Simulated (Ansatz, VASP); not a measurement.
## One calculation of TiB2, two programs

```
Ti B
1.0
     3.03224    0.00000    0.00000
    -1.51612    2.62600    0.00000
     0.00000    0.00000    3.22397
Ti B
1 2
Direct
  0.00000 0.00000 0.00000
  0.33333 0.66667 0.50000
  0.66667 0.33333 0.50000
```

Alike in both runs: functional PBE; k mesh 11 × 11 × 9; occupations fermi-dirac, width 0.08 eV; no spin polarisation.

Ansatz relaxed the structure, and its values are those at the end. VASP's run is a single point on that final structure, the one shown.

|  | VASP | Ansatz |
| --- | --- | --- |
| version | VASP 6.6.1 | Ansatz 0.2.0 |
| potentials or method | VASP PAW PBE potentials, release 64 (Ti_sv, B) | PAW with Ansatz's default frozen-core files, scalar-relativistic |
| plane-wave cutoff (eV) | 520 | 420 |
| valence electrons in the cell | 18 | 18 |

|  | VASP | Ansatz | Ansatz less VASP |
| --- | --- | --- | --- |
| pressure (GPa) | 0.2 | 0.0 | -0.18 |
